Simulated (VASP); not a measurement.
Wanted: the native input for a VASP 6.6.1 run.

| Quantity | Value |
| --- | --- |
| Task | single point |
| Functional | PBE |
| Potentials or basis | VASP PAW PBE potentials, release 64 (Mg, I) |
| Cutoff | 520 eV |
| k mesh | 18 × 18 × 10 |
| Occupations | gaussian, width 0.1 eV |
| Spin | no spin polarisation |
| Dipole correction | no |
| Further INCAR settings | ALGO = Normal; EDIFF = 1e-06; NBANDS = 12 |

The structure of MgI lies in POSCAR:

```
MgI
1.0
    4.1018599195      0.0000000031      0.0000000000
   -2.0509299624      3.5523148915      0.0000000000
    0.0000000000      0.0000000000      4.3145327697
Mg I
1 1
Direct
    0.0000000000      0.0000000000      0.0000000000
    0.3333333333      0.6666666667      0.5000000000
```

One way to write it, as run:

INCAR

```
ALGO = Normal ; EDIFF = 1E-6
ENCUT = 520 ; GGA = PE
ISIF = 2 ; ISMEAR = 0
LASPH = T ; LCHARG = F
LREAL = F ; LWAVE = F
NBANDS = 12 ; NELM = 100
PREC = Accurate ; SIGMA = 0.1
```

KPOINTS

```
k-points
0
Gamma
  18 18 10
```

Potentials or basis: VASP PAW PBE potentials, release 64 (Mg, I).

Launch:

```bash
$ cat potpaw_PBE.64/Mg/POTCAR potpaw_PBE.64/I/POTCAR > POTCAR
$ mpirun -np 1 vasp_std > vasp.out
```

Results of the run:

```yaml
Pressure: 0.0 GPa
```

Caveat: an odd number of electrons without spin polarisation forces a metal; a magnetic or distorted state may lie lower.

Run time: 62 s on 1 thread of Intel(R) Xeon(R) Platinum 8488C (Sapphire Rapids), on a shared host, peak memory 0.31 GiB.
